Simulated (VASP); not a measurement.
A run of VASP 6.6.1 is set up as follows.

The input INCAR:

```
SYSTEM = TaN
ALGO     = Normal         ! electronic algorithm
EDIFF    = 1E-6           ! SCF threshold, eV
ENCUT    = 520            ! plane-wave cutoff, eV
GGA      = PS             ! functional
ISIF     = 2              ! what is computed and relaxed
ISMEAR   = 0              ! smearing method
LASPH    = .TRUE.         ! aspherical terms in the spheres
LCHARG   = .FALSE.        ! write CHGCAR
LREAL    = .FALSE.        ! projectors in reciprocal space
LWAVE    = .FALSE.        ! write WAVECAR
NBANDS   = 24             ! bands
NELM     = 60             ! most SCF steps
PREC     = Accurate       ! precision mode
SIGMA    = 0.15           ! smearing width, eV
```

KPOINTS

```
k-points
0
G
  18 18 10
  0 0 0
```

Contents of POSCAR:

```
TaN
1.0
    3.0500010905      0.0000000000      0.0000000000
   -1.5250005453      2.6413784260      0.0000000000
    0.0000000000      0.0000000000      5.0264500000
Ta N
2 2
Direct
    0.3333333333      0.6666666667      0.0000000000
    0.6666666667      0.3333333333      0.5000000000
    0.3333333333      0.6666666667      0.3850000000
    0.6666666667      0.3333333333      0.8850000000
```

Potentials or basis: VASP PAW PBE potentials, release 64 (Ta_pv, N).

Run with:

```sh
$ cat potpaw_PBE.64/Ta_pv/POTCAR potpaw_PBE.64/N/POTCAR > POTCAR
$ mpirun -np 1 vasp_std > vasp.out
```

(1) Estimate the largest force.

(2) Predict the pressure.

## Answers

(1) 3.136 eV/Å.

(2) 118.4 GPa.

Caveat: the cell differs from its parent crystal (strain +0.0175 x Voigt [0, 0, 1, 0, 0, 0]); the stress differs along the axes, from 96 to 129 GPa; the PAW data sets were made with another functional, which shifts forces and pressure a little.
